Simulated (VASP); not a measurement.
# B3Sb2P (P4/mmm) in VASP: further runs

Runs on B3Sb2P. Level: PBE. Tasks: relaxation of cell and atoms, single point.

Program: VASP 6.6.1. These are calculated values, not measurements. Logs are shortened: lines on timing, memory, paths and dates and some standing lists are left out, and cuts for length are marked.

### Step 1. The cell of the first run

It takes space group P4/mmm (No. 123, tetragonal). The conventional cell has a = 5.140 Å, b = 5.140 Å, c = 4.202 Å, α = 90.00°, β = 90.00°, γ = 90.00°. B (site symmetry 4/mmm) has 2 B at 1.34 Å within 1.8 Å. Within 1.8 Å of B (site symmetry 4mm) lie 2 B at 1.34 to 1.52 Å. Within 3.4 Å of Sb (site symmetry mmm) lie 2 P at 2.57 Å and 8 B at 2.68 to 3.32 Å. P (site symmetry 4/mmm) has 4 Sb at 2.57 Å within 3.4 Å.

### Step 2. Relaxation of cell and atoms, PBE

Contents of INCAR:

```
SYSTEM = B3Sb2P
ALGO = Normal
EDIFF = 1E-6
EDIFFG = -0.04
ENCUT = 600
GGA = PE
IBRION = 2
ISIF = 3
ISMEAR = 0
LASPH = .True.
LCHARG = .False.
LREAL = .False.
LWAVE = .False.
NELM = 80
NSW = 90
PREC = Accurate
SIGMA = 0.1
```

Contents of KPOINTS:

```
k-points
0
Gamma
  4 4 4
  0 0 0
```

Contents of POSCAR:

```
B3Sb2P
1.0
    5.1401126300      0.0000000000      0.0000000000
    0.0000000000      5.1401126300      0.0000000000
    0.0000000000      0.0000000000      4.2021182900
B Sb P
3 2 1
Direct
    0.5000000000      0.5000000000      0.0000000000
    0.5000000000      0.5000000000      0.6805023400
    0.5000000000      0.5000000000      0.3194976600
    0.0000000000      0.5000000000      0.5000000000
    0.5000000000      0.0000000000      0.5000000000
    0.0000000000      0.0000000000      0.5000000000
```

Potentials or basis: VASP PAW PBE potentials, release 64 (B, Sb, P).

The run is started by

```
> cat potpaw_PBE.64/B/POTCAR potpaw_PBE.64/Sb/POTCAR potpaw_PBE.64/P/POTCAR > POTCAR
> mpirun -np 1 vasp_std > vasp.out
```

OUTCAR:

```text
SYSTEM = B3Sb2P
   EDIFF = 1E-6
   EDIFFG = -0.04
   ENCUT = 600
   GGA = PE
   IBRION = 2
   ISIF = 3
   ISMEAR = 0
   LASPH = .True.
   LREAL = .False.
   NELM = 80
   NSW = 90
   PREC = Accurate

 ion  position               nearest neighbor table
   1  0.500  0.500  0.000-   2 1.34   3 1.34
   2  0.500  0.500  0.681-   1 1.34   3 1.52   4 2.68   5 2.68   5 2.68   4 2.68
   3  0.500  0.500  0.319-   1 1.34   2 1.52   4 2.68   5 2.68   5 2.68   4 2.68
   4  0.000  0.500  0.500-   6 2.57   6 2.57   2 2.68   3 2.68   2 2.68   3 2.68   5 3.63   5 3.63
                             5 3.63   5 3.63
   5  0.500  0.000  0.500-   6 2.57   6 2.57   2 2.68   2 2.68   3 2.68   3 2.68   4 3.63   4 3.63
                             4 3.63   4 3.63
   6  0.000  0.000  0.500-   4 2.57   5 2.57   4 2.57   5 2.57

  LATTYP: Found a simple tetragonal cell.
 ALAT       =     5.1401126300
 C/A-ratio  =     0.8175148275

  Lattice vectors:

 A1 = (   5.1401126300,   0.0000000000,   0.0000000000)
 A2 = (   0.0000000000,   5.1401126300,   0.0000000000)
 A3 = (   0.0000000000,   0.0000000000,   4.2021182900)

Analysis of symmetry for initial positions (statically):
=====================================================================
 Subroutine PRICEL returns:
 Original cell was already a primitive cell.

 Routine SETGRP: Setting up the symmetry group for a
 simple tetragonal supercell.

 Subroutine GETGRP returns: Found 16 space group operations
 (whereof 16 operations were pure point group operations)
 out of a pool of 16 trial point group operations.

The static configuration has the point symmetry D_4h.

Analysis of symmetry for dynamics (positions and initial velocities):
=====================================================================
 Subroutine PRICEL returns:
 Original cell was already a primitive cell.

 Routine SETGRP: Setting up the symmetry group for a
 simple tetragonal supercell.

 Subroutine GETGRP returns: Found 16 space group operations
 (whereof 16 operations were pure point group operations)
 out of a pool of 16 trial point group operations.

The dynamic configuration has the point symmetry D_4h.

 Subroutine INISYM returns: Found 16 space group operations
 (whereof 16 operations are pure point group operations),
 and found     1 'primitive' translations

----------------------------------------------------------------------------------------

                                     Primitive cell

  volume of cell :     111.0231

  direct lattice vectors                    reciprocal lattice vectors
     5.140112630  0.000000000  0.000000000     0.194548266  0.000000000  0.000000000
     0.000000000  5.140112630  0.000000000     0.000000000  0.194548266  0.000000000
     0.000000000  0.000000000  4.202118290     0.000000000  0.000000000  0.237975214

  length of vectors
     5.140112630  5.140112630  4.202118290     0.194548266  0.194548266  0.237975214

  position of ions in fractional coordinates (direct lattice)
     0.500000000  0.500000000  0.000000000
     0.500000000  0.500000000  0.680502340
     0.500000000  0.500000000  0.319497660
     0.000000000  0.500000000  0.500000000
     0.500000000  0.000000000  0.500000000
     0.000000000  0.000000000  0.500000000

  ion indices of the primitive-cell ions
   primitive index   ion index
                 1           1
                 2           2
                 3           3
                 4           4
                 5           5
                 6           6

----------------------------------------------------------------------------------------

 KPOINTS: k-points

Automatic generation of k-mesh.
 Grid dimensions read from file:
 generate k-points for:    4    4    4

 Generating k-lattice:

  Cartesian coordinates                     Fractional coordinates (reciprocal lattice)
     0.048637067  0.000000000  0.000000000     0.250000000  0.000000000  0.000000000
     0.000000000  0.048637067  0.000000000     0.000000000  0.250000000  0.000000000
     0.000000000  0.000000000  0.059493804     0.000000000  0.000000000  0.250000000

  Length of vectors
     0.048637067  0.048637067  0.059493804

  Shift w.r.t. Gamma in fractional coordinates (k-lattice)
     0.000000000  0.000000000  0.000000000

 Subroutine IBZKPT returns following result:
 ===========================================

 Found     18 irreducible k-points:

 Following reciprocal coordinates:
            Coordinates               Weight
  0.000000  0.000000  0.000000      1.000000
  0.250000  0.000000  0.000000      4.000000
  0.500000  0.000000  0.000000      2.000000
  0.250000  0.250000  0.000000      4.000000
  0.500000  0.250000  0.000000      4.000000
  0.500000  0.500000  0.000000      1.000000
[... 10 lines left out ...]
  0.500000  0.250000  0.500000      4.000000
  0.500000  0.500000  0.500000      1.000000
   k-points           NKPTS =     18   k-points in BZ     NKDIM =     18   number of bands    NBANDS=     16
   number of dos      NEDOS =    301   number of ions     NIONS =      6
   total plane-waves  NPLWV =  63504
   dimension x,y,z NGX =    42 NGY =   42 NGZ =   36
   dimension x,y,z NGXF=    84 NGYF=   84 NGZF=   72
   ions per type =               3   2   1
   NGX,Y,Z   is equivalent  to a cutoff of  13.58, 13.58, 14.24 a.u.
   NGXF,Y,Z  is equivalent  to a cutoff of  27.17, 27.17, 28.48 a.u.
 SYSTEM =  B3Sb2P
   PREC   = accura    normal or accurate (medium, high low for compatibility)
   ISTART =      0    job   : 0-new  1-cont  2-samecut
   ICHARG =      2    charge: 1-file 2-atom 10-const
   ISPIN  =      1    spin polarized calculation?
   LNONCOLLINEAR =      F non collinear calculations
   LSORBIT =      F    spin-orbit coupling
   LASPH  =      T    aspherical Exc in radial PAW
   ENCUT  =  600.0 eV  44.10 Ry    6.64 a.u.  10.27 10.27  8.39*2*pi/ulx,y,z
   NELM   =     80;   NELMIN=  2; NELMDL= -5     # of ELM steps
   EDIFF  = 0.1E-05   stopping-criterion for ELM
   LREAL  =      F    real-space projection
   EDIFFG = -.4E-01   stopping-criterion for IOM
   NSW    =     90    number of steps for IOM
   IBRION =      2    ionic relax: 0-MD 1-quasi-New 2-CG
   NFREE  =      1    steps in history (QN), initial steepest desc. (CG)
   ISIF   =      3    stress and relaxation
   ISYM   =      2    0-nonsym 1-usesym 2-fastsym
   POTIM  = 0.5000    time-step for ionic-motion
   TEBEG  =    0.0;   TEEND  =   0.0 temperature during run
   PSTRESS=    0.0 pullay stress
   NELECT =      24.0000    total number of electrons
   NUPDOWN=      -1.0000    fix difference up-down
   EMIN   =  10.00;   EMAX   =-10.00  energy-range for DOS
   EFERMI =   0.00;   METHOD = LEGACY
   ISMEAR =     0;   SIGMA  =   0.10  broadening in eV -4-tet -1-fermi 0-gaus
   EFERMI_NEDOS =   21; number of points for ismear=-14 and -15
   IALGO  =     38    algorithm
   IMIX   =      4    mixing-type and parameters
     AMIX     =   0.40;   BMIX     =  1.00
     AMIX_MAG =   1.60;   BMIX_MAG =  1.00
  volume/ion in A,a.u.               =      18.50       124.87
  Fermi-wavevector in a.u.,A,eV,Ry     =   0.982518  1.856691 13.134283  0.965343
  Thomas-Fermi vector in A             =   2.113607
   LORBIT       =      0    0 simple, 1 ext, 2 COOP (PROOUT), +10 PAW based schemes
   GGA     = PE    functional components
   LHFCALC =     F    Hartree Fock is set to
   AEXX    =    0.0000 exact exchange contribution
   IVDW    =     0    specifies the selected vdW correction
   LEPSILON=     F    determine dielectric tensor
   LRPA    =     F    only Hartree local field effects (RPA)
 conjugate gradient relaxation of ions
 non-spin polarized calculation
 Gauss-broadening in eV      SIGMA  =   0.10
  energy-cutoff  :      600.00
  volume of cell :      111.02
 maximum number of plane-waves:      3732
 NGX is ok and might be reduce to    42
   NGX = 21   NGY = 21   NGZ = 17

--------------------------------------- Ionic step        1  -------------------------------------------

 number of electron      24.0000001 magnetization

 Free energy of the ion-electron system (eV)
  ---------------------------------------------------
  ext. energy  EPLUGINS =         0.00000000
  ---------------------------------------------------
  free energy    TOTEN  =       -27.14900155 eV

  energy without entropy =      -27.11803456  energy(sigma->0) =      -27.13351806

------------------------ aborting loop because EDIFF is reached ----------------------------------------

  FORCE on cell =-STRESS in cart. coord.  units (eV):
  Direction    XX          YY          ZZ          XY          YZ          ZX
  --------------------------------------------------------------------------------------
  -------------------------------------------------------------------------------------
  Total        4.7711238      4.7711238     28.9712839      0.0000000     -0.0000000      0.0000000
  in kB       68.8521852     68.8521852    418.0851858      0.0000000     -0.0000000      0.0000000
  external PRESSURE =     185.2631854 kB  Pullay stress =       0.0000000 kB
[... 101 lines left out ...]
  FREE ENERGIE OF THE ION-ELECTRON SYSTEM (eV)
  ---------------------------------------------------
  free  energy   TOTEN  =       -27.5661592542 eV

  energy  without entropy=      -27.5500106809  energy(sigma->0) =      -27.55808497

 E-fermi :   5.2297     XC(G=0):  -9.3650

 val. band max:        5.1792950977   @ k =   0.5000   0.2500   0.0000
 cond. band min:       5.2533654981   @ k =   0.0000   0.0000   0.2500
 fundamental gap:      0.0740704005
 Fermi energy:         5.2297081984

 k-point     1 :       0.0000    0.0000    0.0000
  band No.  band energies     occupation
      1      -8.1616      2.00000
      2      -4.4609      2.00000
      3      -3.2186      2.00000
      4      -1.2759      2.00000
      5      -1.2759      2.00000
      6      -1.0235      2.00000
[... 319 lines left out ...]
      3      -4.9203      2.00000
      4      -4.9203      2.00000
      5      -3.2496      2.00000
      6       1.4722      2.00000
[... 8 lines left out ...]
     15       7.0427      0.00000
     16       7.0427      0.00000

[... ionic steps 4 to 13 ...]

--------------------------------------- Ionic step       14  -------------------------------------------

 number of electron      23.9999999 magnetization

------------------------ aborting loop because EDIFF is reached ----------------------------------------
[... 75 lines left out ...]
--------------------------------------- Ionic step       16  -------------------------------------------

 number of electron      23.9999999 magnetization

 Free energy of the ion-electron system (eV)
  ---------------------------------------------------
  ext. energy  EPLUGINS =         0.00000000
  ---------------------------------------------------
  free energy    TOTEN  =       -29.19379367 eV

  energy without entropy =      -29.18049802  energy(sigma->0) =      -29.18714585

 E-fermi :   3.9757     XC(G=0):  -8.8055

 val. band max:        3.8859223562   @ k =   0.5000   0.2500   0.5000
 cond. band min:       3.9793246557   @ k =   0.5000   0.2500   0.0000
 fundamental gap:      0.0934022995
 Fermi energy:         3.9757117222

 k-point     1 :       0.0000    0.0000    0.0000
  band No.  band energies     occupation
      1      -8.7036      2.00000
      2      -5.3231      2.00000
      3      -4.2589      2.00000
      4      -2.2027      2.00000
      5      -1.9358      2.00000
      6      -1.8043      2.00000
[... 364 lines left out ...]
  FREE ENERGIE OF THE ION-ELECTRON SYSTEM (eV)
  ---------------------------------------------------
  free  energy   TOTEN  =       -29.1937936748 eV

  energy  without entropy=      -29.1804980207  energy(sigma->0) =      -29.18714585

 reached required accuracy - stopping structural energy minimisation
```

Wall time 4 min (1 thread of Intel Xeon Platinum 8559C (Emerald Rapids), shared host); peak memory 0.26 GiB.

What came out:

| Property | Result |
| --- | --- |
| Free energy | -29.1938 eV |
| Relaxed volume | 21.84 Å³/atom |
| Relaxed cell | a = 5.292 Å, b = 5.292 Å, c = 4.681 Å, α = 90.00°, β = 90.00°, γ = 90.00° |
| Space group after relaxing (to 0.05 Å) | P4/mmm (No. 123) |
| Energy gained by relaxing | 340.8 meV/atom |
| Ionic steps | 16 |
| Pressure after relaxing | 0.0 GPa |
| Largest force after relaxing | 0.038 eV/Å |
| Band gap on the k mesh | zero (band 12 reaches 4.86 eV, above the bottom of band 13 at 3.06 eV) |

Forces in eV/Å, atoms in the order of the input:
```
B    0.000  0.000  0.000
B    0.000  0.000  0.038
B    0.000  0.000 -0.038
Sb   0.000  0.000  0.000
Sb   0.000  0.000  0.000
P    0.000  0.000  0.000
```

Stress tensor (GPa, compression positive):
```
 0.03  0.00  0.00
 0.00  0.03  0.00
 0.00  0.00 -0.11
```

The path:
```tsv
step	energy change (eV)	largest force (eV/Å)	pressure (GPa)	volume (Å³)
1	0.0000	8.4010	18.53	111.02
2	22.3688	103.6288	25.36	147.59
3	-0.4172	14.0889	11.56	118.95
4	-0.7950	9.3687	13.00	116.28
5	-0.8641	6.8464	14.08	114.84
6	-0.1268	0.3474	-9.83	159.47
7	-2.0000	0.9641	-0.77	132.08
8	-2.0132	1.1972	0.18	130.46
9	-2.0137	1.2727	0.48	129.98
10	-1.9695	1.9097	1.92	128.09
11	-2.0393	0.1180	0.93	129.26
12	-2.0393	0.0938	0.94	129.24
13	-2.0445	0.0476	0.10	130.80
14	-2.0445	0.0625	0.01	130.97
15	-2.0448	0.0709	-0.03	131.10
16	-2.0448	0.0380	-0.02	131.07
```

Final structure:
```
B Sb P
1.0
     5.29163    0.00000    0.00000
     0.00000    5.29163    0.00000
     0.00000    0.00000    4.68081
B Sb P
3 2 1
Cartesian
  2.6458 2.6458 0.0000
  2.6458 2.6458 3.1163
  2.6458 2.6458 1.5645
  0.0000 2.6458 2.3404
  2.6458 0.0000 2.3404
  0.0000 0.0000 2.3404
```

Caveat: the k points lie up to 0.34 Å⁻¹ apart in the final cell; the volume moved by over 15 % at a fixed basis, so the end points are rough; spin-orbit coupling is left out, which moves the levels of the heavy elements.

### Step 3. Single point, PBE

This run uses another cell than the first one, of 21.50 Å³/atom, 1.162 times its volume.

Contents of INCAR:

```
ALGO = Normal
EDIFF = 1E-6
ENCUT = 520
GGA = PE
ISIF = 2
ISMEAR = 0
LASPH = True
LCHARG = False
LREAL = False
LWAVE = False
NBANDS = 21
NELM = 100
PREC = Accurate
SIGMA = 0.1
```

Contents of KPOINTS:

```
k-points
0
Gamma
  8 8 8
```

Contents of POSCAR:

```
B3Sb2P
1.0
    5.2415618532      0.0000000000      0.0000000000
    0.0000000000      5.2415618532      0.0000000000
    0.0000000000      0.0000000000      4.6947319724
B Sb P
3 2 1
Direct
    0.5000000000      0.5000000000      0.0000000000
    0.5000000000      0.5000000000      0.6676688139
    0.5000000000      0.5000000000      0.3323311861
    0.0000000000      0.5000000000      0.5000000000
    0.5000000000      0.0000000000      0.5000000000
    0.0000000000      0.0000000000      0.5000000000
```

Potentials or basis: VASP PAW PBE potentials, release 64 (B, Sb, P).

The run is started by

```
> cat potpaw_PBE.64/B/POTCAR potpaw_PBE.64/Sb/POTCAR potpaw_PBE.64/P/POTCAR > POTCAR
> mpirun -np 1 vasp_std > vasp.out
```

It took 74 s on 1 thread of Intel Xeon Platinum 8559C (Emerald Rapids), shared host; peak memory 0.34 GiB.

The run converged. Its results:

* Free energy: -29.3284 eV
* Pressure: -0.1 GPa
* Largest force: 0.009 eV/Å
* Band gap on the k mesh: zero (band 12 reaches 4.97 eV, above the bottom of band 13 at 3.19 eV)

Forces in eV/Å, atoms in the order of the input:
```
B    0.000  0.000  0.000
B    0.000  0.000 -0.009
B    0.000  0.000  0.009
Sb   0.000  0.000  0.000
Sb   0.000  0.000  0.000
P    0.000  0.000  0.000
```

Stress tensor (GPa, compression positive):
```
-0.11  0.00  0.00
 0.00 -0.11  0.00
 0.00  0.00 -0.02
```

Levels at points of the mesh, in eV from the Fermi level:
```tsv
k point	band 10	band 11	band 12	band 13	band 14	band 15
(0.00, 0.00, 0.00)	-3.17	-1.91	0.82	2.38	2.38	2.47
(0.50, 0.00, 0.00)	-1.35	-0.34	0.25	1.03	1.66	2.24
(0.50, 0.50, 0.00)	-0.91	-0.91	0.54	0.88	1.12	1.12
(0.00, 0.00, 0.50)	-2.73	-2.73	-0.95	-0.95	-0.41	1.74
(0.50, 0.00, 0.50)	-0.92	-0.86	-0.49	-0.37	-0.22	2.73
(0.50, 0.50, 0.50)	-0.61	-0.61	0.62	1.00	1.53	1.76
```

Caveat: spin-orbit coupling is left out, which moves the levels of the heavy elements.

(Part 1 of 2 ends here.)
